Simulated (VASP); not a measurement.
Input of a VASP 6.6.1 run:

INCAR

```
SYSTEM = LiSc8
  ALGO = Normal
  DIPOL = 0.5 0.5 0.331
  EDIFF = 1E-7
  ENCUT = 520
  GGA = PE
  IDIPOL = 3
  ISIF = 2
  ISMEAR = 0
  LASPH = .True.
  LCHARG = .True.
  LDIPOL = .True.
  LELF = .True.
  LREAL = .False.
  LVACPOTAV = .True.
  LVHAR = .True.
  LWAVE = .False.
  NBANDS = 56
  NELM = 80
  PREC = Accurate
  SIGMA = 0.1
```

KPOINTS

```
k-points
0
Gamma
  4 5 1
  0 0 0
```

File POSCAR:

```
LiSc8
1.0
    6.6389479791      0.0000000000      0.0000000000
    0.0000000000      5.1626219083      0.0000000000
    0.0000000000      0.0000000000     19.1132872497
Sc Li
8 1
Direct
    0.0000000000      0.7500000000      0.2092784955
    0.5000000000      0.7500000000      0.2092784955
    0.2500000000      0.2500000000      0.2594137541
    0.7500000000      0.2500000000      0.2594137541
    0.2500000000      0.7500000000      0.3452852846
    0.7500000000      0.7500000000      0.3452852846
    0.0000000000      0.2500000000      0.3983243254
    0.5000000000      0.2500000000      0.3983243254
    0.0000000000      0.2500000000      0.5542368045
```

Potentials or basis: VASP PAW PBE potentials, release 64 (Sc_sv, Li_sv).

Run with:

```bash
$ cat potpaw_PBE.64/Sc_sv/POTCAR potpaw_PBE.64/Li_sv/POTCAR > POTCAR
$ mpirun -np 1 vasp_std > vasp.out
```

**Question.** Predict the largest force.

**Answer.** 0.562 eV/Å.

**Question.** What does it give for the band gap on the k mesh?

**Answer.** Zero (an odd number of electrons rules out a gap without spin polarisation).

Forces on the atoms (eV/Å):
```
Sc   0.000  0.000 -0.132
Sc   0.000  0.000 -0.160
Sc   0.013  0.000  0.223
Sc  -0.013  0.000  0.223
Sc   0.036  0.000  0.091
Sc  -0.036  0.000  0.091
Sc   0.000  0.000 -0.562
Sc   0.000  0.000  0.224
Li   0.000  0.000  0.001
```
